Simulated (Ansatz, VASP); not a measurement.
## Two plane-wave programs on K

```
CELL_PARAMETERS angstrom
4.31044 0.00000 0.00000
0.00000 4.31044 0.00000
0.00000 0.00000 4.31044
ATOMIC_POSITIONS crystal
K 0.00000 0.00000 0.00000
```

Alike in both runs: functional PBE; k mesh 10 × 10 × 10; occupations gaussian, width 0.1 eV; no spin polarisation.

Ansatz relaxed the structure, and its values are those at the end. VASP's run is a single point on that final structure, the one shown.

|  | VASP | Ansatz |
| --- | --- | --- |
| version | VASP 6.6.1 | Ansatz 0.2.0 |
| potentials or method | VASP PAW PBE potentials, release 64 (K_sv), cutoff 520 eV | scalar-relativistic, plane waves, PAW |
| valence electrons in the cell | 9 | 9 |

|  | VASP | Ansatz | Ansatz less VASP |
| --- | --- | --- | --- |
| gap on the k mesh at the Fermi level (eV) | none | none | - |
| pressure (GPa) | 0.0 | 0.0 | +0.01 |

A gap of «none» marks a metal or a gap that the smearing closes.
